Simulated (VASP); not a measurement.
# SiF in VASP: notebook, part 2 of 2

VASP 6.6.1.

## (4) Single point, PBE

This run uses another cell than the first one, of 14.03 Å³/atom, 1.010 times its volume.

INCAR

```
SYSTEM = SiF
  PREC = Accurate
  ENCUT = 600
  EDIFF = 1E-6
  ISMEAR = -1
  SIGMA = 0.05
  LREAL = .False.
  LASPH = .True.
  NELM = 120
  ALGO = Normal
  ISIF = 2
  LWAVE = .False.
  LCHARG = .True.
  GGA = PE
  LELF = .True.
  LVHAR = .True.
  NBANDS = 12
  GGA_COMPAT = .False.
```

KPOINTS

```
regular mesh
0
Gamma
  7 7 7
  0 0 0
```

POSCAR

```
SiF
1.0
    3.0286000000      0.0000000000      0.0000000000
    0.0000000000      3.0286000000      0.0000000000
    0.0000000000      0.0000000000      3.0588860000
Si F
1 1
Direct
    0.5000000000      0.5000000000      0.5000000000
    0.0000000000      0.0000000000      0.0000000000
```

Potentials or basis: VASP PAW PBE potentials, release 64 (Si, F).

The run is started by

```
> cat potpaw_PBE.64/Si/POTCAR potpaw_PBE.64/F/POTCAR > POTCAR
> mpirun -np 1 vasp_std > vasp.out
```

OUTCAR:

```text
SYSTEM = SiF
   PREC = Accurate
   ENCUT = 600
   EDIFF = 1E-6
   ISMEAR = -1
   LREAL = .False.
   LASPH = .True.
   NELM = 120
   ISIF = 2
   GGA = PE

 ion  position               nearest neighbor table
   1  0.500  0.500  0.500-
   2  0.000  0.000  0.000-

  LATTYP: Found a simple tetragonal cell.
 ALAT       =     3.0286000000
 C/A-ratio  =     1.0100000000

  Lattice vectors:

 A1 = (   3.0286000000,   0.0000000000,   0.0000000000)
 A2 = (   0.0000000000,   3.0286000000,   0.0000000000)
 A3 = (   0.0000000000,   0.0000000000,   3.0588860000)

Analysis of symmetry for initial positions (statically):
=====================================================================
 Subroutine PRICEL returns:
 Original cell was already a primitive cell.

 Routine SETGRP: Setting up the symmetry group for a
 simple tetragonal supercell.

 Subroutine GETGRP returns: Found 16 space group operations
 (whereof 16 operations were pure point group operations)
 out of a pool of 16 trial point group operations.

The static configuration has the point symmetry D_4h.

Analysis of symmetry for dynamics (positions and initial velocities):
=====================================================================
 Subroutine PRICEL returns:
 Original cell was already a primitive cell.

 Routine SETGRP: Setting up the symmetry group for a
 simple tetragonal supercell.

 Subroutine GETGRP returns: Found 16 space group operations
 (whereof 16 operations were pure point group operations)
 out of a pool of 16 trial point group operations.

The dynamic configuration has the point symmetry D_4h.

 Subroutine INISYM returns: Found 16 space group operations
 (whereof 16 operations are pure point group operations),
 and found     1 'primitive' translations

----------------------------------------------------------------------------------------

                                     Primitive cell

  volume of cell :      28.0574

  direct lattice vectors                    reciprocal lattice vectors
     3.028600000  0.000000000  0.000000000     0.330185564  0.000000000  0.000000000
     0.000000000  3.028600000  0.000000000     0.000000000  0.330185564  0.000000000
     0.000000000  0.000000000  3.058886000     0.000000000  0.000000000  0.326916400

  length of vectors
     3.028600000  3.028600000  3.058886000     0.330185564  0.330185564  0.326916400

  position of ions in fractional coordinates (direct lattice)
     0.500000000  0.500000000  0.500000000
     0.000000000  0.000000000  0.000000000

  ion indices of the primitive-cell ions
   primitive index   ion index
                 1           1
                 2           2

----------------------------------------------------------------------------------------

 KPOINTS: regular mesh

Automatic generation of k-mesh.
 Grid dimensions read from file:
 generate k-points for:    7    7    7

 Generating k-lattice:

  Cartesian coordinates                     Fractional coordinates (reciprocal lattice)
     0.047169366  0.000000000  0.000000000     0.142857143  0.000000000  0.000000000
     0.000000000  0.047169366  0.000000000     0.000000000  0.142857143  0.000000000
     0.000000000  0.000000000  0.046702343     0.000000000  0.000000000  0.142857143

  Length of vectors
     0.047169366  0.047169366  0.046702343

  Shift w.r.t. Gamma in fractional coordinates (k-lattice)
     0.000000000  0.000000000  0.000000000

 Subroutine IBZKPT returns following result:
 ===========================================

 Found     40 irreducible k-points:

 Following reciprocal coordinates:
            Coordinates               Weight
  0.000000  0.000000  0.000000      1.000000
  0.142857  0.000000  0.000000      4.000000
  0.285714  0.000000  0.000000      4.000000
  0.428571  0.000000  0.000000      4.000000
  0.142857  0.142857  0.000000      4.000000
  0.285714  0.142857  0.000000      8.000000
[... 16 lines left out ...]
  0.285714  0.000000  0.285714      8.000000
  0.428571  0.000000  0.285714      8.000000
 [... further k-points ...]
   k-points           NKPTS =     40   k-points in BZ     NKDIM =     40   number of bands    NBANDS=     12
   number of dos      NEDOS =    301   number of ions     NIONS =      2
   total plane-waves  NPLWV =  13824
   dimension x,y,z NGX =    24 NGY =   24 NGZ =   24
   dimension x,y,z NGXF=    48 NGYF=   48 NGZF=   48
   ions per type =               1   1
   NGX,Y,Z   is equivalent  to a cutoff of  13.17, 13.17, 13.04 a.u.
   NGXF,Y,Z  is equivalent  to a cutoff of  26.35, 26.35, 26.09 a.u.
 SYSTEM =  SiF
   PREC   = accura    normal or accurate (medium, high low for compatibility)
   ISTART =      0    job   : 0-new  1-cont  2-samecut
   ICHARG =      2    charge: 1-file 2-atom 10-const
   ISPIN  =      1    spin polarized calculation?
   LNONCOLLINEAR =      F non collinear calculations
   LSORBIT =      F    spin-orbit coupling
   LASPH  =      T    aspherical Exc in radial PAW
   ENCUT  =  600.0 eV  44.10 Ry    6.64 a.u.   6.05  6.05  6.11*2*pi/ulx,y,z
   NELM   =    120;   NELMIN=  2; NELMDL= -5     # of ELM steps
   EDIFF  = 0.1E-05   stopping-criterion for ELM
   LREAL  =      F    real-space projection
   EDIFFG = 0.1E-04   stopping-criterion for IOM
   NSW    =      0    number of steps for IOM
   IBRION =     -1    ionic relax: 0-MD 1-quasi-New 2-CG
   NFREE  =      0    steps in history (QN), initial steepest desc. (CG)
   ISIF   =      2    stress and relaxation
   ISYM   =      2    0-nonsym 1-usesym 2-fastsym
   POTIM  = 0.5000    time-step for ionic-motion
   TEBEG  =    0.0;   TEEND  =   0.0 temperature during run
   PSTRESS=    0.0 pullay stress
   NELECT =      11.0000    total number of electrons
   NUPDOWN=      -1.0000    fix difference up-down
   EMIN   =  10.00;   EMAX   =-10.00  energy-range for DOS
   EFERMI =   0.00;   METHOD = LEGACY
   ISMEAR =    -1;   SIGMA  =   0.05  broadening in eV -4-tet -1-fermi 0-gaus
   EFERMI_NEDOS =   21; number of points for ismear=-14 and -15
   IALGO  =     38    algorithm
   IMIX   =      4    mixing-type and parameters
     AMIX     =   0.40;   BMIX     =  1.00
     AMIX_MAG =   1.60;   BMIX_MAG =  1.00
  volume/ion in A,a.u.               =      14.03        94.67
  Fermi-wavevector in a.u.,A,eV,Ry     =   1.198184  2.264239 19.533120  1.435644
  Thomas-Fermi vector in A             =   2.334079
   LORBIT       =      0    0 simple, 1 ext, 2 COOP (PROOUT), +10 PAW based schemes
   GGA     = PE    functional components
   LHFCALC =     F    Hartree Fock is set to
   AEXX    =    0.0000 exact exchange contribution
   IVDW    =     0    specifies the selected vdW correction
   LEPSILON=     F    determine dielectric tensor
   LRPA    =     F    only Hartree local field effects (RPA)
 non-spin polarized calculation
  energy-cutoff  :      600.00
  volume of cell :       28.06
 maximum number of plane-waves:       951
   NGX = 13   NGY = 13   NGZ = 13

 number of electron      11.0000013 magnetization

 Free energy of the ion-electron system (eV)
  ---------------------------------------------------
  ext. energy  EPLUGINS =         0.00000000
  ---------------------------------------------------
  free energy    TOTEN  =        -7.80243549 eV

  energy without entropy =       -7.78734284  energy(sigma->0) =       -7.79488917

 E-fermi :   5.6483     XC(G=0): -10.2594

 val. band max:        5.6439334408   @ k =   0.4286   0.4286   0.2857
 cond. band min:       5.6953476665   @ k =   0.4286   0.2857   0.2857
 fundamental gap:      0.0514142257
 Fermi energy:         5.6483451856

 k-point     1 :       0.0000    0.0000    0.0000
  band No.  band energies     occupation
      1     -18.3161      2.00000
      2      -3.2794      2.00000
      3       0.5301      2.00000
      4       0.5899      2.00000
      5       0.5899      2.00000
      6      10.6308      0.00000
      7      10.8266      0.00000
      8      10.8266      0.00000
      9      11.4656      0.00000
     10      11.5705      0.00000
     11      21.5312      0.00000
     12      22.4733      0.00000
[... 331 lines left out ...]
 k-point    24 :       0.4286    0.0000    0.2857
  band No.  band energies     occupation
      1     -17.9960      2.00000
      2      -2.9553      2.00000
      3      -0.7731      2.00000
      4       1.0222      2.00000
      5       1.8866      2.00000
      6       5.3252      1.99688
      7       7.2841      0.00000
      8      11.4558      0.00000
      9      14.0970      0.00000
     10      16.4482      0.00000
     11      18.3232      0.00000
     12      19.7722      0.00000

 [... further k-points ...]

------------------------ aborting loop because EDIFF is reached ----------------------------------------

  FORCE on cell =-STRESS in cart. coord.  units (eV):
  Direction    XX          YY          ZZ          XY          YZ          ZX
  --------------------------------------------------------------------------------------
  -------------------------------------------------------------------------------------
  Total       -0.3807984     -0.3807984      0.1527067      0.0000000      0.0000000     -0.0000000
  in kB      -21.7449554    -21.7449554      8.7201009      0.0000000      0.0000000     -0.0000000
  external PRESSURE =     -11.5899367 kB  Pullay stress =       0.0000000 kB

 VOLUME and BASIS-vectors are now :
 -----------------------------------------------------------------------------
  energy-cutoff  :      600.00
  volume of cell :       28.06
      direct lattice vectors                 reciprocal lattice vectors
     3.028600000  0.000000000  0.000000000     0.330185564  0.000000000  0.000000000
     0.000000000  3.028600000  0.000000000     0.000000000  0.330185564  0.000000000
     0.000000000  0.000000000  3.058886000     0.000000000  0.000000000  0.326916400

 POSITION                                       TOTAL-FORCE (eV/Angst)
 -----------------------------------------------------------------------------------
      1.51430      1.51430      1.52944         0.000000      0.000000      0.000000
      0.00000      0.00000      0.00000         0.000000      0.000000      0.000000
 -----------------------------------------------------------------------------------
    total drift:                               -0.000000      0.000000      0.000000

  FREE ENERGIE OF THE ION-ELECTRON SYSTEM (eV)
  ---------------------------------------------------
  free  energy   TOTEN  =        -7.8024354934 eV

  energy  without entropy=       -7.7873428374  energy(sigma->0) =       -7.79488917
```

OSZICAR:

```text
N       E                     dE             d eps       ncg     rms          rms(c)
DAV:   1     0.283967290911E+02    0.28397E+02   -0.52901E+03   960   0.854E+02
DAV:   2    -0.752389379009E+01   -0.35921E+02   -0.33892E+02  1184   0.151E+02
DAV:   3    -0.863560189536E+01   -0.11117E+01   -0.11080E+01  1164   0.241E+01
DAV:   4    -0.863886038432E+01   -0.32585E-02   -0.32583E-02  1056   0.164E+00
DAV:   5    -0.863887562642E+01   -0.15242E-04   -0.15241E-04  1164   0.115E-01    0.536E+00
DAV:   6    -0.787468512945E+01    0.76419E+00   -0.62096E+00   988   0.180E+01    0.256E+00
DAV:   7    -0.781523207565E+01    0.59453E-01   -0.43630E-01  1012   0.469E+00    0.827E-01
DAV:   8    -0.780323185762E+01    0.12000E-01   -0.79583E-02  1012   0.208E+00    0.164E-01
DAV:   9    -0.780234321674E+01    0.88864E-03   -0.38196E-03  1044   0.379E-01    0.691E-02
DAV:  10    -0.780243029238E+01   -0.87076E-04   -0.16675E-04  1180   0.101E-01    0.260E-02
DAV:  11    -0.780243542991E+01   -0.51375E-05   -0.32551E-05  1040   0.503E-02    0.349E-03
DAV:  12    -0.780243549337E+01   -0.63455E-07   -0.18117E-06   736   0.822E-03
   1 F= -.78024355E+01 E0= -.77948892E+01  d E =-.150927E-01
```

Run time: 4.2 s. Hardware: 1 thread of Intel Xeon 6975P-C (Granite Rapids), shared host; peak memory 0.14 GiB.

Results:

```
Free energy : -7.8024 eV
Pressure    : -1.2 GPa
```

Stress tensor (GPa, compression positive):
```
-2.17  0.00  0.00
 0.00 -2.17  0.00
 0.00  0.00  0.87
```

Levels at points of the mesh, in eV from the Fermi level:
```
           k point  band 3  band 4  band 5  band 6  band 7  band 8
(0.00, 0.00, 0.00)   -5.12   -5.06   -5.06    4.98    5.18    5.18
```

Caveat: an odd number of electrons without spin polarisation forces a metal; a magnetic or distorted state may lie lower.

## (5) Single point, PBE

This run uses another cell than the first one, of 14.17 Å³/atom, 1.020 times its volume.

INCAR

```
PREC = Accurate
ENCUT = 600
EDIFF = 1E-6
ISMEAR = -1
SIGMA = 0.05
LREAL = False
LASPH = True
NELM = 120
ALGO = Normal
ISIF = 2
LWAVE = False
LCHARG = False
GGA = PE
NBANDS = 12
GGA_COMPAT = False
```

KPOINTS

```
Automatic mesh
0
Gamma
  7 7 7
```

POSCAR, as its differences from that of step 4:

```diff
@@ -4,3 +4,3 @@
     0.0000000000      3.0286000000      0.0000000000
-    0.0000000000      0.0000000000      3.0588860000
+    0.0000000000      0.0000000000      3.0891720000
 Si F
```

The run is started by

```
> cat potpaw_PBE.64/Si/POTCAR potpaw_PBE.64/F/POTCAR > POTCAR
> mpirun -np 1 vasp_std > vasp.out
```

It took 4.8 s on 1 thread of Intel Xeon 6975P-C (Granite Rapids), shared host; peak memory 0.14 GiB.

It converged, with:

```yaml
Free_energy: -7.8054 eV
Pressure: -1.9 GPa
```

Stress tensor (GPa, compression positive):
```
-3.81  0.00  0.00
 0.00 -3.81  0.00
 0.00  0.00  2.02
```

Levels at points of the mesh, in eV from the Fermi level:
```
           k point  band 1  band 2  band 3  band 4  band 5  band 6  band 7  band 8  band 9  band 10
(0.00, 0.00, 0.00)  -23.90   -8.91   -5.11   -4.99   -4.99    4.80    5.18    5.18    5.78     5.99
```

Caveat: an odd number of electrons without spin polarisation forces a metal; a magnetic or distorted state may lie lower.

## (6) Single point, PBE

This run uses another cell than the first one, of 14.45 Å³/atom, 1.040 times its volume.

INCAR

```
  PREC = Accurate
  ENCUT = 600
  EDIFF = 1E-6
  ISMEAR = -1
  SIGMA = 0.05
  LREAL = F
  LASPH = T
  NELM = 120
  ALGO = Normal
  ISIF = 2
  LWAVE = F
  LCHARG = F
  GGA = PE
  NBANDS = 12
  GGA_COMPAT = F
```

KPOINTS is that of step 5.

POSCAR, as its differences from that of step 5:

```diff
@@ -4,3 +4,3 @@
     0.0000000000      3.0286000000      0.0000000000
-    0.0000000000      0.0000000000      3.0891720000
+    0.0000000000      0.0000000000      3.1497440000
 Si F
```

Potentials or basis: VASP PAW PBE potentials, release 64 (Si, F).

The run is started by

```
> cat potpaw_PBE.64/Si/POTCAR potpaw_PBE.64/F/POTCAR > POTCAR
> mpirun -np 1 vasp_std > vasp.out
```

Run time: 4.7 s. Hardware: 1 thread of Intel Xeon 6975P-C (Granite Rapids), shared host; peak memory 0.14 GiB.

It converged, with:

```
Free energy : -7.8161 eV
Pressure    : -3.3 GPa
```

Stress tensor (GPa, compression positive):
```
-6.61  0.00  0.00
 0.00 -6.61  0.00
 0.00  0.00  3.41
```

Levels at points of the mesh, in eV from the Fermi level:
| k point | band 2 | band 3 | band 4 | band 5 | band 6 | band 7 | band 8 | band 9 |
| --- | --- | --- | --- | --- | --- | --- | --- | --- |
| (0.00, 0.00, 0.00) | -8.87 | -5.09 | -4.86 | -4.86 | 4.46 | 5.18 | 5.18 | 5.73 |

Caveat: an odd number of electrons without spin polarisation forces a metal; a magnetic or distorted state may lie lower.

## (7) Overview

```csv
cell,gap on the mesh (eV),pressure (GPa)
"a = 3.029 Å, 2 atoms",none,-0.4
"a = 3.029, b = 3.029, c = 2.998 Å, 2 atoms",none,0.3
"a = 3.029, b = 3.029, c = 3.059 Å, 2 atoms",none,-1.2
"a = 3.029, b = 3.029, c = 3.089 Å, 2 atoms",none,-1.9
"a = 3.029, b = 3.029, c = 3.150 Å, 2 atoms",none,-3.3
```

Alike in all rows: task single point; level PBE; potentials or basis VASP PAW PBE potentials, release 64 (Si, F); no spin polarisation; k mesh 7 × 7 × 7; cutoff (eV) 600; smearing fermi-dirac 0.05 eV.

Caveats: an odd number of electrons without spin polarisation forces a metal; a magnetic or distorted state may lie lower.

Total energies depend on the potentials used, so only differences within one code and one set of settings carry meaning.
